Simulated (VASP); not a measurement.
# Fe (P6_3/mmc) in VASP: further runs

Fe is run at these levels: LDA; tasks: relaxation of cell and atoms.

All numbers are computed with VASP 6.6.1; they aren't measurements. Logs are shortened: lines on timing, memory, paths and dates and some standing lists are left out, and cuts for length are marked.

### 1 The cell of the first run

Symmetry: P6_3/mmc, No. 194, hexagonal system. Conventional cell: a = 2.376 Å, b = 2.376 Å, c = 7.721 Å, α = 90.00°, β = 90.00°, γ = 120.00°. Within 3.1 Å of Fe (site symmetry -3m) lie 12 Fe at 2.37 to 2.38 Å. Fe (site symmetry -6m2) has 12 Fe at 2.37 to 2.38 Å within 3.1 Å.

This isn't the form of Fe at room conditions, which is bcc.

### 2 Relaxation of cell and atoms, LDA, collinear spin, ferromagnetic start, target pressure 31 GPa, at which the enthalpy is minimised

INCAR

```
ALGO = Normal
EDIFF = 1E-6
EDIFFG = -0.005
ENCUT = 600
IBRION = 2
ISIF = 3
ISMEAR = -1
ISPIN = 2
LASPH = True
LCHARG = False
LMAXMIX = 4
LORBIT = 11
LREAL = False
LWAVE = False
MAGMOM = 2.5 2.5 2.5 2.5
NELM = 150
NSW = 60
PREC = Accurate
PSTRESS = 310.0
SIGMA = 0.05
```

KPOINTS

```
k-points
0
Gamma
  15 15 4
```

POSCAR

```
Fe
1.0
    2.3758444466      0.0000000000      0.0000000000
   -1.1879222233      2.0575416462      0.0000000000
    0.0000000000      0.0000000000      7.7214944516
Fe
4
Direct
    0.0000000000      0.0000000000      0.0000000000
    0.0000000000      0.0000000000      0.5000000000
    0.3333333333      0.6666666667      0.2500000000
    0.6666666667      0.3333333333      0.7500000000
```

Potentials or basis: VASP PAW LDA potentials, release 64 (Fe).

On the command line:

```sh
$ cat potpaw_LDA.64/Fe/POTCAR > POTCAR
$ mpirun -np 1 vasp_std > vasp.out
```

OUTCAR:

```text
EDIFF = 1E-6
   EDIFFG = -0.005
   ENCUT = 600
   IBRION = 2
   ISIF = 3
   ISMEAR = -1
   ISPIN = 2
   LASPH = True
   LORBIT = 11
   LREAL = False
   NELM = 150
   NSW = 60
   PREC = Accurate
   PSTRESS = 310.0

 ion  position               nearest neighbor table
   1  0.000  0.000  0.000-   3 2.37   4 2.37   4 2.37   3 2.37   4 2.37   3 2.37
   2  0.000  0.000  0.500-   3 2.37   4 2.37   4 2.37   3 2.37   4 2.37   3 2.37
   3  0.333  0.667  0.250-   1 2.37   2 2.37   1 2.37   2 2.37   1 2.37   2 2.37
   4  0.667  0.333  0.750-   1 2.37   2 2.37   1 2.37   2 2.37   1 2.37   2 2.37

  LATTYP: Found a hexagonal cell.
 ALAT       =     2.3758444466
 C/A-ratio  =     3.2500000001

  Lattice vectors:

 A1 = (   2.3758444466,   0.0000000000,   0.0000000000)
 A2 = (  -1.1879222233,   2.0575416462,   0.0000000000)
 A3 = (   0.0000000000,   0.0000000000,   7.7214944516)

Analysis of symmetry for initial positions (statically):
=====================================================================
 Subroutine PRICEL returns:
 Original cell was already a primitive cell.

 Routine SETGRP: Setting up the symmetry group for a
 hexagonal supercell.

 Subroutine GETGRP returns: Found 24 space group operations
 (whereof 12 operations were pure point group operations)
 out of a pool of 24 trial point group operations.

The static configuration has the point symmetry D_3d.
 The point group associated with its full space group is D_6h.

Analysis of symmetry for dynamics (positions and initial velocities):
=====================================================================
 Subroutine PRICEL returns:
 Original cell was already a primitive cell.

 Routine SETGRP: Setting up the symmetry group for a
 hexagonal supercell.

 Subroutine GETGRP returns: Found 24 space group operations
 (whereof 12 operations were pure point group operations)
 out of a pool of 24 trial point group operations.

The dynamic configuration has the point symmetry D_3d.
 The point group associated with its full space group is D_6h.

Analysis of structural, dynamic, and magnetic symmetry:
=====================================================================
 Subroutine PRICEL returns:
 Original cell was already a primitive cell.

 Routine SETGRP: Setting up the symmetry group for a
 hexagonal supercell.

 Subroutine GETGRP returns: Found 24 space group operations
 (whereof 12 operations were pure point group operations)
[... 134 lines left out ...]
   AEXX    =    0.0000 exact exchange contribution
   IVDW    =     0    specifies the selected vdW correction
   LEPSILON=     F    determine dielectric tensor
   LRPA    =     F    only Hartree local field effects (RPA)
 conjugate gradient relaxation of ions
 spin polarized calculation
  energy-cutoff  :      600.00
  volume of cell :       37.75
 maximum number of plane-waves:      1279
 NGX is ok and might be reduce to    20

--------------------------------------- Ionic step        1  -------------------------------------------

 number of electron      32.0000000 magnetization      10.0000000

 number of electron      31.9999986 magnetization       0.0002096

 Free energy of the ion-electron system (eV)
  ---------------------------------------------------
  ext. energy  EPLUGINS =         0.00000000
  ---------------------------------------------------
  free energy    TOTEN  =       -37.41488059 eV

  energy without entropy =      -37.36480952  energy(sigma->0) =      -37.38984505

------------------------ aborting loop because EDIFF is reached ----------------------------------------

  FORCE on cell =-STRESS in cart. coord.  units (eV):
  Direction    XX          YY          ZZ          XY          YZ          ZX
  --------------------------------------------------------------------------------------
  -------------------------------------------------------------------------------------
  Total        1.5665520      1.5665520      0.5097049      0.0000000      0.0000000      0.0000000
  in kB       66.4947560     66.4947560     21.6352234      0.0000000      0.0000000      0.0000000
  external PRESSURE =    -258.4584215 kB  Pullay stress =     310.0000000 kB
[... 29 lines left out ...]
 number of electron      32.0000007 magnetization       0.0000005

 number of electron      32.0000007 magnetization      -0.0000005

 E-fermi :  10.9173     XC(G=0): -15.9271

 val. band max:       10.9078908619   @ k =   0.2667   0.2667   0.2500
 cond. band min:      10.9248534603   @ k =   0.4000   0.0667   0.2500
 fundamental gap:      0.0169625984
 Fermi energy:        10.9173321016

 spin component 1

 k-point     1 :       0.0000    0.0000    0.0000
  band No.  band energies     occupation
      1       0.3274      1.00000
      2       3.1116      1.00000
      3       3.1344      1.00000
      4       3.8370      1.00000
      5       7.7668      1.00000
      6       7.7708      1.00000
[... 1416 lines left out ...]
  energy  without entropy=      -37.1541386824  energy(sigma->0) =      -37.17727362

  enthalpy is  TOTEN    =       -30.3025215906 eV   P V=        6.8978869666

[... ionic steps 4 to 7 ...]

--------------------------------------- Ionic step        8  -------------------------------------------

 number of electron      32.0000008 magnetization       0.0000006

------------------------ aborting loop because EDIFF is reached ----------------------------------------
[... 79 lines left out ...]
 number of electron      32.0000008 magnetization       0.0000001

 number of electron      32.0000008 magnetization      -0.0000001

 Free energy of the ion-electron system (eV)
  ---------------------------------------------------
  ext. energy  EPLUGINS =         0.00000000
  ---------------------------------------------------
  free energy    TOTEN  =       -37.17559021 eV

  energy without entropy =      -37.12921786  energy(sigma->0) =      -37.15240404

 E-fermi :   8.4640     XC(G=0): -14.8897

 val. band max:        8.4618404562   @ k =   0.2667   0.2667   0.2500
 cond. band min:       8.4798863484   @ k =   0.4000   0.0667   0.2500
 fundamental gap:      0.0180458922
 Fermi energy:         8.4639540305

 spin component 1

 k-point     1 :       0.0000    0.0000    0.0000
  band No.  band energies     occupation
      1      -1.1836      1.00000
      2       1.3728      1.00000
      3       1.3930      1.00000
      4       2.6670      1.00000
      5       5.8776      1.00000
      6       5.8778      1.00000
[... 1374 lines left out ...]
  energy  without entropy=      -37.1292178636  energy(sigma->0) =      -37.15240404

  enthalpy is  TOTEN    =       -30.3041402941 eV   P V=        6.8714499180

 reached required accuracy - stopping structural energy minimisation

 total charge

# of ion       s       p       d       tot
------------------------------------------
    1        0.613   0.780   6.519   7.912
    2        0.613   0.780   6.519   7.912
    3        0.613   0.784   6.518   7.915
    4        0.613   0.784   6.518   7.915
--------------------------------------------------
tot          2.452   3.128  26.074  31.654

 magnetization (x)

# of ion       s       p       d       tot
------------------------------------------
    1        0.000  -0.000  -0.000  -0.000
    2        0.000  -0.000  -0.000  -0.000
    3        0.000   0.000  -0.000  -0.000
    4        0.000   0.000  -0.000  -0.000
--------------------------------------------------
tot          0.000   0.000  -0.000  -0.000
```

OSZICAR:

```text
N       E                     dE             d eps       ncg     rms          rms(c)
DAV:   1     0.248386336396E+03    0.24839E+03   -0.15813E+04  8452   0.205E+03
DAV:   2    -0.257870728701E+02   -0.27417E+03   -0.25915E+03  8138   0.362E+02
[... 91 lines left out ...]
DAV:   1    -0.371757980979E+02    0.60226E-02   -0.50135E-03  8118   0.109E+00    0.131E-01
DAV:   2    -0.371756082595E+02    0.18984E-03   -0.91754E-04  8313   0.517E-01    0.188E-02
DAV:   3    -0.371755972539E+02    0.11006E-04   -0.38899E-05  8823   0.113E-01    0.256E-02
DAV:   4    -0.371755952606E+02    0.19933E-05   -0.19497E-05  8916   0.103E-01    0.190E-02
DAV:   5    -0.371755901816E+02    0.50790E-05   -0.55026E-06  8125   0.431E-02    0.195E-03
DAV:   6    -0.371755902121E+02   -0.30533E-07   -0.70498E-07  4060   0.987E-03
  10 F= -.30304140E+02 E0= -.30280954E+02  d E =-.908646E-05  mag=    -0.0000
```

CONTCAR:

```text
Fe
   1.00000000000000
     2.3338239366867253    0.0000000000000000   -0.0000000000000000
    -1.1669119683433626    2.0211508171356800   -0.0000000000000000
     0.0000000000000000    0.0000000000000000    7.5288815181882560
  Fe
     4
Direct
     0.0000000000000000    0.0000000000000000    0.0000000000000000
     0.0000000000000000    0.0000000000000000    0.5000000000000000
     0.3333333332999970    0.6666666667000030    0.2500000000000000
     0.6666666667000030    0.3333333332999970    0.7500000000000000

  0.00000000E+00  0.00000000E+00  0.00000000E+00
  0.00000000E+00  0.00000000E+00  0.00000000E+00
  0.00000000E+00  0.00000000E+00  0.00000000E+00
  0.00000000E+00  0.00000000E+00  0.00000000E+00
```

It took 25 min on 1 thread of Intel Xeon 8259CL, shared host; peak memory 0.26 GiB.

Results:

| Quantity | Value |
| --- | --- |
| Free energy | -37.1756 eV |
| Relaxed volume | 8.88 Å³/atom |
| Relaxed cell | a = 2.334 Å, b = 2.334 Å, c = 7.529 Å, α = 90.00°, β = 90.00°, γ = 120.00° |
| Space group after relaxing (to 0.1 Å) | P6_3/mmc (No. 194) |
| Energy change on relaxing (the run minimises the enthalpy) | +59.8 meV/atom |
| Ionic steps | 10 |
| Pressure after relaxing | 31.0 GPa |
| Band gap on the k mesh | zero (filled and empty bands overlap) |
| Net moment | 0.00 μB per cell |
| Valence electrons inside the program's atomic spheres | Fe 7.91, 7.92 (each value once) |

Step by step:
```
step  energy change (eV)  largest force (eV/Å)  pressure (GPa)  volume (Å³)
   1              0.0000                0.0000            5.15        37.75
   2              3.0157                0.0000          146.65        30.02
   3              0.2145                0.0000           29.19        35.65
   4              0.2357                0.0000           30.64        35.54
   5              0.2441                0.0000           31.25        35.49
   6              0.2415                0.0000           31.19        35.50
   7              0.2420                0.0000           31.21        35.50
   8              0.2420                0.0000           31.20        35.50
   9              0.2331                0.0000           30.60        35.55
  10              0.2393                0.0000           30.98        35.51
```

Final structure:
```cif
data_structure
_symmetry_space_group_name_H-M 'P 1'
_symmetry_Int_Tables_number 1
_cell_length_a 2.3338
_cell_length_b 2.3338
_cell_length_c 7.5289
_cell_angle_alpha 90.000
_cell_angle_beta 90.000
_cell_angle_gamma 120.000
_cell_volume 35.51
loop_
_atom_site_label
_atom_site_type_symbol
_atom_site_fract_x
_atom_site_fract_y
_atom_site_fract_z
_atom_site_occupancy
Fe1 Fe 0.00000 0.00000 0.00000 1
Fe2 Fe 0.00000 0.00000 0.50000 1
Fe3 Fe 0.33333 0.66667 0.25000 1
Fe4 Fe 0.66667 0.33333 0.75000 1
```

Caveat: the cell is relaxed towards a set pressure, so the run minimises the enthalpy, not the energy; the moments typed at the start vanished in this run.

### 3 Relaxation of cell and atoms, LDA, collinear spin, ferromagnetic start, target pressure 31 GPa, at which the enthalpy is minimised

This run uses another cell than the first one: it holds 2 atoms, not 4.

INCAR

```
  PREC = Accurate
  ENCUT = 600
  EDIFF = 1E-6
  ISMEAR = -1
  SIGMA = 0.05
  LREAL = False
  LASPH = True
  NELM = 150
  ALGO = Normal
  ISIF = 3
  LWAVE = False
  LCHARG = False
  ISPIN = 2
  MAGMOM = 2.5 2.5
  LORBIT = 11
  LMAXMIX = 4
  GGA = CA
  IBRION = 2
  NSW = 32
  EDIFFG = -0.005
  PSTRESS = 310.0
```

KPOINTS

```
regular mesh
0
Gamma
  18 18 10
```

POSCAR

```
Fe
1.0
    2.3457086768      0.0000000000      0.0000000000
   -1.1728543384      2.0314433040      0.0000000000
    0.0000000000      0.0000000000      3.7180562584
Fe
2
Direct
    0.3333333333      0.6666666667      0.2500000000
    0.6666666667      0.3333333333      0.7500000000
```

Potentials or basis: VASP PAW LDA potentials, release 64 (Fe).

On the command line:

```sh
$ cat potpaw_LDA.64/Fe/POTCAR > POTCAR
$ mpirun -np 1 vasp_std > vasp.out
```

Run time: 2.1 min. Hardware: 1 thread of AMD EPYC 9R45 (Zen 5), shared host; peak memory 0.18 GiB.

The run converged. Its results:

```yaml
Free_energy: -18.7057 eV
Relaxed_volume: 8.85 Å³/atom
Relaxed_cell: a = 2.345 Å, b = 2.345 Å, c = 3.716 Å, α = 90.00°, β = 90.00°, γ = 120.00°
Space_group_after_relaxing_to_0.1_Å: P6_3/mmc (No. 194)
Energy_change_on_relaxing_the_run_minimises_the_enthalpy: +1.7 meV/atom
Ionic_steps: 3
Pressure_after_relaxing: 31.0 GPa
Band_gap_on_the_k_mesh: zero (filled and empty bands overlap)
Net_moment: 0.00 μB per cell
Valence_electrons_inside_the_program's_atomic_spheres: Fe 7.92
```

Stress tensor (GPa, compression positive):
```
31.03  0.00  0.00
 0.00 31.03  0.00
 0.00  0.00 30.93
```

The path:
```
step  energy change (eV)  largest force (eV/Å)  pressure (GPa)  volume (Å³)
   1              0.0000                0.0000           30.55        17.72
   2              0.0126                0.0000           32.30        17.65
   3              0.0034                0.0000           30.99        17.70
```

Final structure:
```
Fe
1.0
     2.34504    0.00000    0.00000
    -1.17252    2.03086    0.00000
     0.00000    0.00000    3.71642
Fe
2
Cartesian
  0.0000 1.3539 0.9291
  1.1725 0.6770 2.7873
```

Levels at points of the mesh, in eV from the Fermi level:
Spin up:
```
           k point  band 5  band 6  band 7  band 8  band 9  band 10  band 11  band 12
(0.00, 0.00, 0.00)   -1.91   -1.47   -1.47   -1.02   -1.02     0.68     0.89     0.89
(0.50, 0.00, 0.00)   -2.28   -1.84   -1.30    1.03    1.31     1.35     3.26     5.77
(0.00, 0.00, 0.50)   -2.18   -2.18   -2.18   -2.18    0.41     0.41     0.41     0.41
(0.50, 0.00, 0.50)   -0.79   -0.79    0.18    0.18    1.20     1.20     2.95     2.95
```
Spin down:
```tsv
k point	band 4	band 5	band 6	band 7	band 8	band 9	band 10	band 11	band 12	band 13
(0.00, 0.00, 0.00)	-2.05	-1.91	-1.47	-1.47	-1.02	-1.02	0.68	0.89	0.89	10.31
(0.50, 0.00, 0.00)	-2.40	-2.28	-1.84	-1.30	1.03	1.31	1.35	3.26	5.77	12.69
(0.00, 0.00, 0.50)	-2.51	-2.18	-2.18	-2.18	-2.18	0.41	0.41	0.41	0.41	18.91
(0.50, 0.00, 0.50)	-3.87	-0.79	-0.79	0.18	0.18	1.20	1.20	2.95	2.95	10.81
```

Caveat: the cell is relaxed towards a set pressure, so the run minimises the enthalpy, not the energy; the moments typed at the start vanished in this run.
